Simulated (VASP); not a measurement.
Write the native input for VASP 6.6.1 that does the following.

| Property | Result |
| --- | --- |
| Task | single point |
| Functional | PBE |
| Potentials or basis | VASP PAW PBE potentials, release 64 (Pt, S) |
| Cutoff | 520 eV |
| k mesh | 9 × 9 × 4 |
| Occupations | gaussian, width 0.05 eV |
| Spin | no spin polarisation |
| Dipole correction | no |
| Further INCAR settings | ALGO = Normal; EDIFF = 1e-06; NBANDS = 18 |

The structure of PtS2 lies in POSCAR:

```
PtS2
1.0
    3.5765911006      0.0000000000      0.0000000000
   -1.7882955503      3.0974187520      0.0000000000
    0.0000000000      0.0000000000      6.6591000000
Pt S
1 2
Direct
    0.0000000000      0.0000000000      0.0000000000
    0.3333333333      0.6666666667      0.1843630368
    0.6666666667      0.3333333333      0.8156369632
```

The input as run:

INCAR

```
PREC     = Accurate       # precision mode
ENCUT    = 520            # plane-wave cutoff, eV
EDIFF    = 1E-6           # SCF threshold, eV
ISMEAR   = 0              # smearing method
SIGMA    = 0.05           # smearing width, eV
LREAL    = F              # projectors in reciprocal space
LASPH    = T              # aspherical terms in the spheres
NELM     = 100            # most SCF steps
ALGO     = Normal         # electronic algorithm
ISIF     = 2              # what is computed and relaxed
LWAVE    = F              # write WAVECAR
LCHARG   = F              # write CHGCAR
GGA      = PE             # functional
NBANDS   = 18             # bands
```

KPOINTS

```
regular mesh
0
Gamma
  9 9 4
```

Potentials or basis: VASP PAW PBE potentials, release 64 (Pt, S).

Launch:

```console
$ cat potpaw_PBE.64/Pt/POTCAR potpaw_PBE.64/S/POTCAR > POTCAR
$ mpirun -np 1 vasp_std > vasp.out
```

Results of the run:

```
Pressure               : -0.4 GPa
Largest force          : 0.036 eV/Å
Band gap on the k mesh : 1.61 eV
```

Caveat: spin-orbit coupling is left out, which moves the levels of the heavy elements; an odd mesh through Γ misses points on the zone boundary, where band edges can lie; this functional lacks dispersion, which binds the layers, so the pressure and a relaxed spacing across them are unreliable.

Run time: 66 s on 1 thread of Intel Xeon 8259CL (shared host), peak memory 0.22 GiB.
